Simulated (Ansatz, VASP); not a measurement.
# InSe2: VASP beside Ansatz

INCAR

```
ALGO     = Normal         # electronic algorithm
EDIFF    = 1E-6           # SCF threshold, eV
ENCUT    = 520            # plane-wave cutoff, eV
GGA      = PS             # functional
ISIF     = 2              # what is computed and relaxed
ISMEAR   = 0              # smearing method
LASPH    = T              # aspherical terms in the spheres
LCHARG   = T              # write CHGCAR
LELF     = T              # ELF
LREAL    = F              # projectors in reciprocal space
LVHAR    = T            
LWAVE    = F              # write WAVECAR
NBANDS   = 34             # bands
NELM     = 60             # most SCF steps
PREC     = Accurate       # precision mode
SIGMA    = 0.15           # smearing width, eV
```

File KPOINTS:

```
k-points
0
Gamma
  12 12 6
```

Contents of POSCAR:

```
InSe2
1.0
    3.5261623355      0.0000000000      0.0000000000
    0.0000000000      3.5261623355      0.0000000000
    0.0000000000      0.0000000000     10.0877542551
In Se
2 4
Direct
    0.0000000000      0.5000000000      0.7051148767
    0.5000000000      0.0000000000      0.2948851233
    0.0000000000      0.5000000000      0.3669879178
    0.5000000000      0.0000000000      0.6330120822
    0.0000000000      0.0000000000      0.0000000000
    0.5000000000      0.5000000000      0.0000000000
```

Input for Ansatz:

```yaml
crystal:
  lattice:
    - [3.5261623355, 0.0, 0.0]
    - [0.0, 3.5261623355, 0.0]
    - [0.0, 0.0, 10.0877542551]
  atoms:
    - { symbol: In, position: [0.0, 0.5, 0.7051148767] }
    - { symbol: In, position: [0.5, 0.0, 0.2948851233] }
    - { symbol: Se, position: [0.0, 0.5, 0.3669879178] }
    - { symbol: Se, position: [0.5, 0.0, 0.6330120822] }
    - { symbol: Se, position: [0.0, 0.0, 0.0] }
    - { symbol: Se, position: [0.5, 0.5, 0.0] }
basis:
  ecutwfc: 420
kpoints:
  mp_grid: { grid: [12, 12, 6] }
hamiltonian:
  xc: pbesol
scf:
  occupations: { method: gaussian, width: 0.15 }
output:
  forces: true
  stress: true
  eigenvalues: true
```

Change from the starting cell: strain -0.080 along x and y, +0.080 along z, atoms carried along.

Alike in both runs: task single point; functional PBEsol; k mesh 12 × 12 × 6; occupations gaussian, width 0.15 eV; no spin polarisation.

```csv
,VASP,Ansatz
version,VASP 6.6.1,Ansatz 0.2.0
potentials or method,"VASP PAW PBE potentials, release 64 (In_d, Se), cutoff 520 eV","scalar-relativistic, plane waves, PAW"
valence electrons in the cell,50,90
```

Ansatz gave:

| Property | Result |
| --- | --- |
| gap on the k mesh at the Fermi level (eV) | none |
| pressure (GPa) | 16.8 |
| traceless stress, the component that is largest in VASP (GPa) | -17.63 |
| rms of the force components (eV/Å) | 0.405 |

Q: Estimate VASP's values.

A: gap on the k mesh at the Fermi level (eV): none; pressure (GPa): 17.0; traceless stress, the component that is largest in VASP (GPa): -17.80; rms of the force components (eV/Å): 0.408.

VASP's potentials were made for PBE, not for PBEsol. Atom by atom the forces differ by 0.004 eV/Å (rms over components). A gap of «none» marks a metal or a gap that the smearing closes. VASP's potentials hold 50 valence electrons a cell and Ansatz's 90, so a difference there can come from the potentials and not from the codes.
